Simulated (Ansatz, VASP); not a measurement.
# AgCl in VASP and in Ansatz

File INCAR:

```
SYSTEM = AgCl
PREC = Accurate
ENCUT = 520
EDIFF = 1E-8
ISMEAR = -1
SIGMA = 0.01
LREAL = .False.
LASPH = .True.
NELM = 100
ALGO = Normal
ISIF = 2
LWAVE = .False.
LCHARG = .False.
GGA = PS
LEFG = .True.
NBANDS = 16
```

The input KPOINTS:

```
regular mesh
0
Gamma
  9 9 9
  0 0 0
```

The input POSCAR:

```
AgCl
1.0
    3.4339730000     -0.0171698650     -0.0171698650
   -0.0171698650      3.4339730000     -0.0171698650
   -0.0171698650     -0.0171698650      3.4339730000
Ag Cl
1 1
Direct
    0.0000000000      0.0000000000      0.0000000000
    0.5000000000      0.5000000000      0.5000000000
```

Input for Ansatz:

```yaml
crystal:
  lattice:
    - [3.433973, -0.017169865, -0.017169865]
    - [-0.017169865, 3.433973, -0.017169865]
    - [-0.017169865, -0.017169865, 3.433973]
  atoms:
    - { symbol: Ag, position: [0.0, 0.0, 0.0] }
    - { symbol: Cl, position: [0.5, 0.5, 0.5] }
kpoints:
  mp_grid: { grid: [9, 9, 9] }
scf:
  occupations: { method: fermi_dirac, width: 0.01 }
hamiltonian:
  xc: pbesol
  pseudopotentials: { kind: all_electron, datasets: crystal }
output:
  forces: true
  stress: true
  eigenvalues: true
  efg: { contact_densities: true }
```

Change from the starting cell: equal xy, yz and zx shear strains of -1 %, crystal datasets.

Alike in both runs: task electric field gradients; functional PBEsol; k mesh 9 × 9 × 9; occupations fermi-dirac, width 0.01 eV; no spin polarisation.

```csv
,VASP,Ansatz
version,VASP 6.6.1,Ansatz 0.2.0
potentials or method,"VASP PAW PBE potentials, release 64 (Ag, Cl), cutoff 520 eV","all-electron PAW with datasets made for the crystal, scalar-relativistic"
```

```tsv
	VASP	Ansatz	Ansatz less VASP
gap on the k mesh at the Fermi level (eV)	0.41	0.42	+0.002
pressure (GPa)	-4.7	-4.6	+0.10
traceless stress, the component that is largest in VASP (GPa)	-0.15	-0.15	+0.002
size of Vzz on the site where it differs most (V/Å²)	4.4	3.9	-0.50
```

VASP's potentials were made for PBE, not for PBEsol. Ansatz ran all-electron here, and VASP with PAW potentials.
